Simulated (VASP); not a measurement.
# NiSb (Fm-3m) in VASP: notebook, part 2 of 2

VASP 6.6.1.

## (3) Single point, PBEsol, collinear spin

The input, INCAR:

```
SYSTEM = NiSb
ALGO = Normal ; EDIFF = 1E-6
ENCUT = 520 ; GGA = PS
ISIF = 2 ; ISMEAR = 0
ISPIN = 2 ; LASPH = .TRUE.
LCHARG = .TRUE. ; LELF = .TRUE.
LMAXMIX = 4 ; LORBIT = 11
LREAL = .FALSE. ; LVHAR = .TRUE.
LWAVE = .FALSE. ; MAGMOM = 0.05 0
NBANDS = 18 ; NELM = 150
PREC = Accurate ; SIGMA = 0.05
```

The input, KPOINTS:

```
k-points
0
G
  12 12 12
  0 0 0
```

The input, POSCAR:

```
NiSb
1.0
    0.0000000000      2.6337378275      2.6337378275
    2.6337378275      0.0000000000      2.6337378275
    2.6337378275      2.6337378275      0.0000000000
Ni Sb
1 1
Direct
    0.5000000000      0.5000000000      0.5000000000
    0.0000000000      0.0000000000      0.0000000000
```

Potentials or basis: VASP PAW PBE potentials, release 64 (Ni, Sb).

Command:

```console
> cat potpaw_PBE.64/Ni/POTCAR potpaw_PBE.64/Sb/POTCAR > POTCAR
> mpirun -np 1 vasp_std > vasp.out
```

OUTCAR:

```text
SYSTEM = NiSb
   EDIFF = 1E-6
   ENCUT = 520
   GGA = PS
   ISIF = 2
   ISMEAR = 0
   ISPIN = 2
   LASPH = .TRUE.
   LORBIT = 11
   LREAL = .FALSE.
   NELM = 150
   PREC = Accurate

 ion  position               nearest neighbor table
   1  0.500  0.500  0.500-   2 2.63   2 2.63   2 2.63   2 2.63   2 2.63   2 2.63
   2  0.000  0.000  0.000-   1 2.63   1 2.63   1 2.63   1 2.63   1 2.63   1 2.63

  LATTYP: Found a face centered cubic cell.
 ALAT       =     5.2674756550

  Lattice vectors:

 A1 = (   0.0000000000,   2.6337378275,   2.6337378275)
 A2 = (   2.6337378275,   0.0000000000,   2.6337378275)
 A3 = (   2.6337378275,   2.6337378275,   0.0000000000)

Analysis of symmetry for initial positions (statically):
=====================================================================
 Subroutine PRICEL returns:
 Original cell was already a primitive cell.

 Routine SETGRP: Setting up the symmetry group for a
 face centered cubic supercell.

 Subroutine GETGRP returns: Found 48 space group operations
 (whereof 48 operations were pure point group operations)
 out of a pool of 48 trial point group operations.

The static configuration has the point symmetry O_h .

Analysis of symmetry for dynamics (positions and initial velocities):
=====================================================================
 Subroutine PRICEL returns:
 Original cell was already a primitive cell.

 Routine SETGRP: Setting up the symmetry group for a
 face centered cubic supercell.

 Subroutine GETGRP returns: Found 48 space group operations
 (whereof 48 operations were pure point group operations)
 out of a pool of 48 trial point group operations.

The dynamic configuration has the point symmetry O_h .

Analysis of structural, dynamic, and magnetic symmetry:
=====================================================================
 Subroutine PRICEL returns:
 Original cell was already a primitive cell.

 Routine SETGRP: Setting up the symmetry group for a
 face centered cubic supercell.

 Subroutine GETGRP returns: Found 48 space group operations
 (whereof 48 operations were pure point group operations)
 out of a pool of 48 trial point group operations.

The overall configuration has the point symmetry O_h .

 Subroutine INISYM returns: Found 48 space group operations
 (whereof 48 operations are pure point group operations),
 and found     1 'primitive' translations

----------------------------------------------------------------------------------------

                                     Primitive cell

  volume of cell :      36.5382

  direct lattice vectors                    reciprocal lattice vectors
     0.000000000  2.633737828  2.633737828    -0.189844257  0.189844257  0.189844257
     2.633737828  0.000000000  2.633737828     0.189844257 -0.189844257  0.189844257
     2.633737828  2.633737828  0.000000000     0.189844257  0.189844257 -0.189844257

  length of vectors
     3.724667755  3.724667755  3.724667755     0.328819898  0.328819898  0.328819898

  position of ions in fractional coordinates (direct lattice)
     0.500000000  0.500000000  0.500000000
     0.000000000  0.000000000  0.000000000

  ion indices of the primitive-cell ions
   primitive index   ion index
                 1           1
[... 66 lines left out ...]
   ICHARG =      2    charge: 1-file 2-atom 10-const
   ISPIN  =      2    spin polarized calculation?
   LNONCOLLINEAR =      F non collinear calculations
   LSORBIT =      F    spin-orbit coupling
   LASPH  =      T    aspherical Exc in radial PAW
   ENCUT  =  520.0 eV  38.22 Ry    6.18 a.u.   6.93  6.93  6.93*2*pi/ulx,y,z
   NELM   =    150;   NELMIN=  2; NELMDL= -5     # of ELM steps
   EDIFF  = 0.1E-05   stopping-criterion for ELM
   LREAL  =      F    real-space projection
   EDIFFG = 0.1E-04   stopping-criterion for IOM
   NSW    =      0    number of steps for IOM
   IBRION =     -1    ionic relax: 0-MD 1-quasi-New 2-CG
   NFREE  =      0    steps in history (QN), initial steepest desc. (CG)
   ISIF   =      2    stress and relaxation
   ISYM   =      2    0-nonsym 1-usesym 2-fastsym
   POTIM  = 0.5000    time-step for ionic-motion
   TEBEG  =    0.0;   TEEND  =   0.0 temperature during run
   PSTRESS=    0.0 pullay stress
   NELECT =      15.0000    total number of electrons
   NUPDOWN=      -1.0000    fix difference up-down
   EMIN   =  10.00;   EMAX   =-10.00  energy-range for DOS
   EFERMI =   0.00;   METHOD = LEGACY
   ISMEAR =     0;   SIGMA  =   0.05  broadening in eV -4-tet -1-fermi 0-gaus
   EFERMI_NEDOS =   21; number of points for ismear=-14 and -15
   IALGO  =     38    algorithm
   IMIX   =      4    mixing-type and parameters
     AMIX     =   0.40;   BMIX     =  1.00
     AMIX_MAG =   1.60;   BMIX_MAG =  1.00
  volume/ion in A,a.u.               =      18.27       123.29
  Fermi-wavevector in a.u.,A,eV,Ry     =   1.216716  2.299261 20.142050  1.480399
  Thomas-Fermi vector in A             =   2.352061
   LORBIT       =     11    0 simple, 1 ext, 2 COOP (PROOUT), +10 PAW based schemes
   GGA     = PS    functional components
   LHFCALC =     F    Hartree Fock is set to
   AEXX    =    0.0000 exact exchange contribution
   IVDW    =     0    specifies the selected vdW correction
   LEPSILON=     F    determine dielectric tensor
   LRPA    =     F    only Hartree local field effects (RPA)
 spin polarized calculation
 Gauss-broadening in eV      SIGMA  =   0.05
  energy-cutoff  :      520.00
  volume of cell :       36.54
 maximum number of plane-waves:      1004
   NGX = 13   NGY = 13   NGZ = 13

 number of electron      15.0000000 magnetization       0.0000203

 number of electron      15.0000000 magnetization      -0.0000124

 Free energy of the ion-electron system (eV)
  ---------------------------------------------------
  ext. energy  EPLUGINS =         0.00000000
  ---------------------------------------------------
  free energy    TOTEN  =       -10.72234670 eV

  energy without entropy =      -10.72060169  energy(sigma->0) =      -10.72147419

 E-fermi :   8.7123     XC(G=0): -11.3631

 val. band max:        8.7079966464   @ k =  -0.2500   0.2500   0.0833
 cond. band min:       8.7315454718   @ k =   0.5000   0.3333   0.0000
 fundamental gap:      0.0235488254
 Fermi energy:         8.7122720570

 spin component 1

 k-point     1 :       0.0000    0.0000    0.0000
  band No.  band energies     occupation
      1      -3.4942      1.00000
      2       6.9476      1.00000
      3       6.9476      1.00000
      4       6.9476      1.00000
      5       6.9666      1.00000
      6       6.9666      1.00000
[... 493 lines left out ...]
     17      26.4260      0.00000
     18      27.0980      0.00000

 [... further k-points ...]

 spin component 2

 k-point     1 :       0.0000    0.0000    0.0000
  band No.  band energies     occupation
      1      -3.4942      1.00000
      2       6.9476      1.00000
      3       6.9476      1.00000
      4       6.9476      1.00000
      5       6.9666      1.00000
      6       6.9666      1.00000
[... 493 lines left out ...]
     17      26.4260      0.00000
     18      27.0980      0.00000

 [... further k-points ...]

------------------------ aborting loop because EDIFF is reached ----------------------------------------

  FORCE on cell =-STRESS in cart. coord.  units (eV):
  Direction    XX          YY          ZZ          XY          YZ          ZX
  --------------------------------------------------------------------------------------
  -------------------------------------------------------------------------------------
  Total       -1.1578223     -1.1578223     -1.1578223      0.0000000      0.0000000      0.0000000
  in kB      -50.7697324    -50.7697324    -50.7697324      0.0000000      0.0000000      0.0000000
  external PRESSURE =     -50.7697324 kB  Pullay stress =       0.0000000 kB

 VOLUME and BASIS-vectors are now :
 -----------------------------------------------------------------------------
  energy-cutoff  :      520.00
  volume of cell :       36.54
      direct lattice vectors                 reciprocal lattice vectors
     0.000000000  2.633737828  2.633737828    -0.189844257  0.189844257  0.189844257
     2.633737828  0.000000000  2.633737828     0.189844257 -0.189844257  0.189844257
     2.633737828  2.633737828  0.000000000     0.189844257  0.189844257 -0.189844257

 POSITION                                       TOTAL-FORCE (eV/Angst)
 -----------------------------------------------------------------------------------
      2.63374      2.63374      2.63374        -0.000000      0.000000     -0.000000
      0.00000      0.00000      0.00000         0.000000     -0.000000      0.000000
 -----------------------------------------------------------------------------------
    total drift:                                0.000000      0.000000      0.000000

  FREE ENERGIE OF THE ION-ELECTRON SYSTEM (eV)
  ---------------------------------------------------
  free  energy   TOTEN  =       -10.7223466950 eV

  energy  without entropy=      -10.7206016856  energy(sigma->0) =      -10.72147419

 total charge

# of ion       s       p       d       tot
------------------------------------------
    1        0.473   0.356   8.455   9.283
    2        1.153   1.194   0.061   2.408
--------------------------------------------------
tot          1.625   1.549   8.516  11.691

 magnetization (x)

# of ion       s       p       d       tot
------------------------------------------
    1        0.000   0.000   0.000   0.000
    2       -0.000  -0.000  -0.000  -0.000
--------------------------------------------------
tot         -0.000   0.000   0.000   0.000
```

stdout:

```text
POSCAR found type information on POSCAR NiSb
 POSCAR found :  2 types and       2 ions
 scaLAPACK will be used
 -----------------------------------------------------------------------------
|                                                                             |
|                                                                             |
|     You enforced a specific xc type in the INCAR file but a different       |
|     I HOPE YOU KNOW WHAT YOU ARE DOING!                                     |
|                                                                             |
 -----------------------------------------------------------------------------

 LDA part: xc-table for (Slater+PW92), standard interpolation
 POSCAR, INCAR and KPOINTS ok, starting setup
 FFT: planning ... GRIDC
 FFT: planning ... GRID_SOFT
 FFT: planning ... GRID
 WAVECAR not read
 entering main loop
```

Run time: 2 min. Hardware: 1 thread of Oxide Virtual Turin-like, shared host; peak memory 0.19 GiB.

Results:

```yaml
Free_energy: -10.7223 eV
Pressure: -5.1 GPa
Net_moment: 0.00 μB per cell
Valence_electrons_inside_the_program's_atomic_spheres: Ni 9.28; Sb 2.41
```

Caveat: the cell stands under tension; the PAW data sets were made with another functional, which shifts forces and pressure a little; spin-orbit coupling is left out, which moves the levels of the heavy elements.
